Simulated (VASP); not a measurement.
Here is a VASP 6.6.1 calculation.

File INCAR:

```
PREC = Accurate
ENCUT = 450
EDIFF = 1E-7
ISMEAR = -1
SIGMA = 0.05
LREAL = False
LASPH = True
NELM = 120
ALGO = Normal
ISIF = 2
LWAVE = False
LCHARG = False
LDIPOL = True
IDIPOL = 3
DIPOL = 0.5 0.5 0.500
GGA = CA
IBRION = 2
NSW = 60
EDIFFG = -0.01
GGA_COMPAT = False
NELMIN = 4
NELMDL = -8
```

KPOINTS

```
regular mesh
0
Gamma
  14 9 1
```

Contents of POSCAR:

```
Ti
1.0
    2.8639314136      0.0000000000      0.0000000000
    0.0000000000      4.5350255008      0.0000000000
    0.0000000000      0.0000000000     16.8267000000
Ti
2
Direct
    0.7500000000      0.7500000000      0.4754335139
    0.2500000000      0.2500000000      0.5245664861
```

Potentials or basis: VASP PAW LDA potentials, release 64 (Ti_sv).

The run is started by

```bash
$ cat potpaw_LDA.64/Ti_sv/POTCAR > POTCAR
$ mpirun -np 1 vasp_std > vasp.out
```

(1) What does it give for the energy gained by relaxing?

(2) What does it give for the band gap on the k mesh?

Results:

(1) 6.0 meV/atom.

(2) zero (bands 12 and 13 overlap by 0.12 eV).
